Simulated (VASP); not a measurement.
# TiN (Fm-3m) in VASP: vibrations by perturbation theory with PBE

Aim: the vibrations by perturbation theory of TiN with PBE.

All numbers are computed with VASP 6.6.1; they aren't measurements. Logs are shortened: lines on timing, memory, paths and dates and some standing lists are left out, and cuts for length are marked.

## (1) The cell of the first run

It takes space group Fm-3m (No. 225, cubic). The conventional cell has a = 4.240 Å, b = 4.240 Å, c = 4.240 Å, α = 90.00°, β = 90.00°, γ = 90.00°. Ti (site symmetry m-3m) has 6 N at 2.12 Å within 2.8 Å. N (site symmetry m-3m) has 6 Ti at 2.12 Å within 2.8 Å.

## (2) Vibrations by perturbation theory, PBE

INCAR reads:

```
  PREC = Accurate
  ENCUT = 520
  EDIFF = 1E-8
  ISMEAR = 1
  SIGMA = 0.2
  LREAL = False
  LASPH = True
  NELM = 100
  ALGO = Normal
  ISIF = 2
  LWAVE = False
  LCHARG = False
  GGA = PE
  NBANDS = 16
  IBRION = 8
  NSW = 1
```

KPOINTS reads:

```
Automatic mesh
0
Gamma
  18 18 18
```

POSCAR reads:

```
TiN
1.0
    0.0000000000      2.1200000000      2.1200000000
    2.1200000000      0.0000000000      2.1200000000
    2.1200000000      2.1200000000      0.0000000000
Ti N
1 1
Direct
    0.0000000000      0.0000000000      0.0000000000
    0.5000000000      0.5000000000      0.5000000000
```

Potentials or basis: VASP PAW PBE potentials, release 64 (Ti_sv, N).

On the command line:

```bash
$ cat potpaw_PBE.64/Ti_sv/POTCAR potpaw_PBE.64/N/POTCAR > POTCAR
$ mpirun -np 1 vasp_std > vasp.out
```

OUTCAR:

```text
PREC = Accurate
   ENCUT = 520
   EDIFF = 1E-8
   ISMEAR = 1
   LREAL = False
   LASPH = True
   NELM = 100
   ISIF = 2
   GGA = PE
   IBRION = 8
   NSW = 1

 ion  position               nearest neighbor table
   1  0.000  0.000  0.000-   2 2.12   2 2.12   2 2.12   2 2.12   2 2.12   2 2.12
   2  0.500  0.500  0.500-   1 2.12   1 2.12   1 2.12   1 2.12   1 2.12   1 2.12

  LATTYP: Found a face centered cubic cell.
 ALAT       =     4.2400000000

  Lattice vectors:

 A1 = (   0.0000000000,   2.1200000000,   2.1200000000)
 A2 = (   2.1200000000,   0.0000000000,   2.1200000000)
 A3 = (   2.1200000000,   2.1200000000,   0.0000000000)

Analysis of symmetry for initial positions (statically):
=====================================================================
 Subroutine PRICEL returns:
 Original cell was already a primitive cell.

 Routine SETGRP: Setting up the symmetry group for a
 face centered cubic supercell.

 Subroutine GETGRP returns: Found 48 space group operations
 (whereof 48 operations were pure point group operations)
 out of a pool of 48 trial point group operations.

The static configuration has the point symmetry O_h .

Analysis of symmetry for dynamics (positions and initial velocities):
=====================================================================
 Subroutine PRICEL returns:
 Original cell was already a primitive cell.

 Routine SETGRP: Setting up the symmetry group for a
 face centered cubic supercell.

 Subroutine GETGRP returns: Found 48 space group operations
 (whereof 48 operations were pure point group operations)
 out of a pool of 48 trial point group operations.

The dynamic configuration has the point symmetry O_h .

 Subroutine INISYM returns: Found 48 space group operations
 (whereof 48 operations are pure point group operations),
 and found     1 'primitive' translations

----------------------------------------------------------------------------------------

                                     Primitive cell

  volume of cell :      19.0563

  direct lattice vectors                    reciprocal lattice vectors
     0.000000000  2.120000000  2.120000000    -0.235849057  0.235849057  0.235849057
     2.120000000  0.000000000  2.120000000     0.235849057 -0.235849057  0.235849057
     2.120000000  2.120000000  0.000000000     0.235849057  0.235849057 -0.235849057

  length of vectors
     2.998132752  2.998132752  2.998132752     0.408502549  0.408502549  0.408502549

  position of ions in fractional coordinates (direct lattice)
     0.000000000  0.000000000  0.000000000
     0.500000000  0.500000000  0.500000000

  ion indices of the primitive-cell ions
   primitive index   ion index
                 1           1
                 2           2

----------------------------------------------------------------------------------------

 KPOINTS: Automatic mesh

Automatic generation of k-mesh.
 Grid dimensions read from file:
 generate k-points for:   18   18   18

 Generating k-lattice:

  Cartesian coordinates                     Fractional coordinates (reciprocal lattice)
    -0.013102725  0.013102725  0.013102725     0.055555556  0.000000000  0.000000000
     0.013102725 -0.013102725  0.013102725     0.000000000  0.055555556  0.000000000
     0.013102725  0.013102725 -0.013102725     0.000000000  0.000000000  0.055555556

  Length of vectors
     0.022694586  0.022694586  0.022694586

[... 74 lines left out ...]
  volume/ion in A,a.u.               =       9.53        64.30
  Fermi-wavevector in a.u.,A,eV,Ry     =   1.575960  2.978133 33.792122  2.483651
  Thomas-Fermi vector in A             =   2.676865
   LORBIT       =      0    0 simple, 1 ext, 2 COOP (PROOUT), +10 PAW based schemes
   GGA     = PE    functional components
   LHFCALC =     F    Hartree Fock is set to
   AEXX    =    0.0000 exact exchange contribution
   IVDW    =     0    specifies the selected vdW correction
   LEPSILON=     F    determine dielectric tensor
   LRPA    =     F    only Hartree local field effects (RPA)
 non-spin polarized calculation
 Methfessel and Paxton  Order N= 1 SIGMA  =   0.20
  energy-cutoff  :      520.00
  volume of cell :       19.06
 maximum number of plane-waves:       532
   NGX = 11   NGY = 11   NGZ = 11

--------------------------------------- Ionic step        1  -------------------------------------------

 number of electron      17.0000002 magnetization

 Free energy of the ion-electron system (eV)
  ---------------------------------------------------
  ext. energy  EPLUGINS =         0.00000000
  ---------------------------------------------------
  free energy    TOTEN  =       -19.63554394 eV

  energy without entropy =      -19.63545238  energy(sigma->0) =      -19.63551342

 E-fermi :  11.4693     XC(G=0): -13.0268

 val. band max:       11.4349375132   @ k =  -0.1667   0.1111   0.0000
 cond. band min:      11.4709999658   @ k =   0.1111   0.0556   0.0000
 fundamental gap:      0.0360624526
 Fermi energy:        11.4692794271

 k-point     1 :       0.0000    0.0000    0.0000
  band No.  band energies     occupation
      1     -46.4050      2.00000
      2     -22.3836      2.00000
      3     -22.3836      2.00000
      4     -22.3836      2.00000
      5      -5.6448      2.00000
      6       9.4193      2.00000
[... 433 lines left out ...]
      3     -22.4318      2.00000
      4     -22.4020      2.00000
      5      -4.6044      2.00000
      6       5.9915      2.00000
[... 8 lines left out ...]
     15      24.4156      0.00000
     16      28.5405      0.00000

 [... further k-points ...]

------------------------ aborting loop because EDIFF is reached ----------------------------------------

  FORCE on cell =-STRESS in cart. coord.  units (eV):
  Direction    XX          YY          ZZ          XY          YZ          ZX
  --------------------------------------------------------------------------------------
  -------------------------------------------------------------------------------------
  Total        0.2148381      0.2148381      0.2148381     -0.0000000      0.0000000      0.0000000
  in kB       18.0627652     18.0627652     18.0627652     -0.0000000      0.0000000      0.0000000
  external PRESSURE =      18.0627652 kB  Pullay stress =       0.0000000 kB

 VOLUME and BASIS-vectors are now :
 -----------------------------------------------------------------------------
  energy-cutoff  :      520.00
  volume of cell :       19.06
      direct lattice vectors                 reciprocal lattice vectors
     0.000000000  2.120000000  2.120000000    -0.235849057  0.235849057  0.235849057
     2.120000000  0.000000000  2.120000000     0.235849057 -0.235849057  0.235849057
     2.120000000  2.120000000  0.000000000     0.235849057  0.235849057 -0.235849057

 POSITION                                       TOTAL-FORCE (eV/Angst)
 -----------------------------------------------------------------------------------
      0.00000      0.00000      0.00000        -0.000000     -0.000000     -0.000000
      2.12000      2.12000      2.12000         0.000000      0.000000      0.000000
 -----------------------------------------------------------------------------------
    total drift:                                0.000000     -0.000000     -0.000000

  FREE ENERGIE OF THE ION-ELECTRON SYSTEM (eV)
  ---------------------------------------------------
  free  energy   TOTEN  =       -19.6355439439 eV

  energy  without entropy=      -19.6354523758  energy(sigma->0) =      -19.63551342

[... ionic steps 2 to 3 ...]

--------------------------------------- Ionic step        4  -------------------------------------------

------------------------ aborting loop because EDIFF is reached ----------------------------------------

[... ionic steps 5 to 6 ...]

--------------------------------------- Ionic step        7  -------------------------------------------

 Free energy of the ion-electron system (eV)
  ---------------------------------------------------
  ---------------------------------------------------
  free energy    TOTEN  =        -0.23276266 eV

  energy without entropy =       -0.23276266

------------------------ aborting loop because EDIFF is reached ----------------------------------------

 INTERNAL STRAIN TENSOR  FOR ION    2  DIRECTION 1   (eV/Angst):
 -----------------------------------------------------------------------------
     0.02516  0.00000  0.00000
    -0.00000 -0.01339  0.00000
     0.00000  0.00000 -0.01339

 INTERNAL STRAIN TENSOR FOR ION    2 for displacements in x,y,z  (eV/Angst):
          X           Y           Z          XY          YZ          ZX
  --------------------------------------------------------------------------------
  x     0.00000     0.00000     0.00000     0.00000     0.00000     0.00000
  y     0.00000     0.00000     0.00000     0.00000     0.00000     0.00000
  z     0.00000     0.00000     0.00000     0.00000     0.00000     0.00000

 SECOND DERIVATIVES (NOT SYMMETRIZED)
 ------------------------------------
               1X          1Y          1Z          2X          2Y          2Z
  1X   -10.490466    0.000000    0.000000   10.490466    0.000000    0.000000
  1Y     0.000000  -10.490466    0.000000    0.000000   10.490466    0.000000
  1Z     0.000000    0.000000  -10.490466    0.000000    0.000000   10.490466
  2X    10.474765    0.000000    0.000000  -10.474765    0.000000    0.000000
  2Y     0.000000   10.474765    0.000000    0.000000  -10.474765    0.000000
  2Z     0.000000    0.000000   10.474765    0.000000    0.000000  -10.474765

 Eigenvectors and eigenvalues of the dynamical matrix
 ----------------------------------------------------

   1 f  =   15.375123 THz    96.604745 2PiTHz  512.858891 cm-1    63.586370 meV
             X         Y         Z           dx          dy          dz
      0.000000  0.000000  0.000000     0.000000    0.475940    0.000000
      2.120000  2.120000  2.120000     0.000000   -0.879478    0.000000
[... 21 lines left out ...]
   6 f/i=    0.004820 THz     0.030283 2PiTHz    0.160766 cm-1     0.019932 meV
             X         Y         Z           dx          dy          dz
      0.000000  0.000000  0.000000     0.000000   -0.879478    0.000000
      2.120000  2.120000  2.120000     0.000000   -0.475940    0.000000

--------------------------------------------------------------------------------------------------------

 ELASTIC MODULI CONTR FROM IONIC RELAXATION (kBar)
 Direction    XX          YY          ZZ          XY          YZ          ZX
 --------------------------------------------------------------------------------
 XX           0.0000      0.0000      0.0000      0.0000      0.0000      0.0000
 YY           0.0000      0.0000      0.0000      0.0000      0.0000      0.0000
 ZZ           0.0000      0.0000      0.0000      0.0000      0.0000      0.0000
 XY           0.0000      0.0000      0.0000      0.0000      0.0000      0.0000
 YZ           0.0000      0.0000      0.0000      0.0000      0.0000      0.0000
 ZX           0.0000      0.0000      0.0000      0.0000      0.0000      0.0000
 --------------------------------------------------------------------------------
```

Wall time 5 min (1 thread of Intel Xeon 6975P-C, shared host); peak memory 0.41 GiB.

Results:

```yaml
Highest_phonon_frequency_at_Γ_LO-TO_splitting_left_out: 513 cm⁻¹
```

Phonon frequencies in cm⁻¹ (negative: imaginary):
```csv
q point,frequencies
"(0.000, 0.000, 0.000)",0 0 0 513 513 513
```

Caveat: the cell wasn't relaxed at this level first, which shifts response properties.
